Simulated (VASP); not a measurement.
A run of VASP 6.6.1 is set up as follows.

File INCAR:

```
SYSTEM = SnO
ALGO = Normal ; EDIFF = 1E-6
ENCUT = 520 ; GGA = PS
ISIF = 2 ; ISMEAR = 0
IVDW = 12 ; LASPH = .TRUE.
LCHARG = .FALSE. ; LREAL = .FALSE.
LWAVE = .FALSE. ; NBANDS = 28
NELM = 80 ; PREC = Accurate
SIGMA = 0.15
```

The input KPOINTS:

```
k-points
0
G
  12 12 10
  0 0 0
```

Contents of POSCAR:

```
SnO
1.0
    3.8020000000      0.0000000000      0.0000000000
    0.0000000000      3.8020000000     -0.1901000000
    0.0000000000     -0.2418000000      4.8360000000
Sn O
2 2
Direct
    0.0000000000      0.5000000000      0.2385000000
    0.5000000000      0.0000000000      0.7615000000
    0.0000000000      0.0000000000      0.0000000000
    0.5000000000      0.5000000000      0.0000000000
```

Potentials or basis: VASP PAW PBE potentials, release 64 (Sn_d, O).

Launch:

```sh
$ cat potpaw_PBE.64/Sn_d/POTCAR potpaw_PBE.64/O/POTCAR > POTCAR
$ mpirun -np 1 vasp_std > vasp.out
```

Q: Predict the dispersion energy per atom.

A: -0.217 eV.

Q: Predict the pressure.

A: -0.7 GPa.

Stress tensor (GPa, compression positive):
```
-1.30  0.00  0.00
 0.00  0.35  5.46
 0.00  5.46 -1.05
```

Caveat: the cell differs from its parent crystal (strain -0.1000 x Voigt [0, 0, 0, 1, 0, 0]); the PAW data sets were made with another functional, which shifts forces and pressure a little.
